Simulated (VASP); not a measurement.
Wanted: the native input for a VASP 6.6.1 run.

| Property | Result |
| --- | --- |
| Task | single point |
| Functional | LDA |
| Potentials or basis | VASP PAW LDA potentials, release 64 (Ba_sv, Li_sv, F) |
| Cutoff | 520 eV |
| k mesh | 6 × 6 × 6 |
| Occupations | gaussian, width 0.05 eV |
| Spin | no spin polarisation |
| Dipole correction | no |
| Further INCAR settings | ALGO = Normal; EDIFF = 1e-06; NBANDS = 25 |

The structure of BaLiF3 lies in POSCAR:

```
BaLiF3
1.0
    4.1082390892      0.0000000000      0.0000000000
    0.0000000000      4.1082390892      0.0000000000
    0.0000000000      0.0000000000      4.0484103646
Ba Li F
1 1 3
Direct
    0.0000000000      0.0000000000      0.0000000000
    0.5000000000      0.5000000000      0.5000000000
    0.0000000000      0.5000000000      0.5000000000
    0.5000000000      0.5000000000      0.0000000000
    0.5000000000      0.0000000000      0.5000000000
```

This cell differs from its parent crystal: strain +0.030 along x and y, +0.015 along z.

One way to write it, as run:

INCAR

```
SYSTEM = BaLiF3
PREC = Accurate ; ENCUT = 520
EDIFF = 1E-6 ; ISMEAR = 0
SIGMA = 0.05 ; LREAL = .False.
LASPH = .True. ; NELM = 60
ALGO = Normal ; ISIF = 2
LWAVE = .False. ; LCHARG = .False.
GGA = CA ; NBANDS = 25
```

KPOINTS

```
Automatic mesh
0
Gamma
  6 6 6
  0 0 0
```

Potentials or basis: VASP PAW LDA potentials, release 64 (Ba_sv, Li_sv, F).

Launch:

```bash
$ cat potpaw_LDA.64/Ba_sv/POTCAR potpaw_LDA.64/Li_sv/POTCAR potpaw_LDA.64/F/POTCAR > POTCAR
$ mpirun -np 1 vasp_std > vasp.out
```

Results of the run:

* Band gap on the k mesh: 6.29 eV

Caveat: the cell differs from its parent crystal (strain +0.030 along x and y, +0.015 along z); spin-orbit coupling is left out, which moves the levels of the heavy elements.

Run time: 20 s on 1 thread of Intel(R) Xeon(R) 6975P-C (Granite Rapids), with other jobs on the host, peak memory 0.19 GiB.
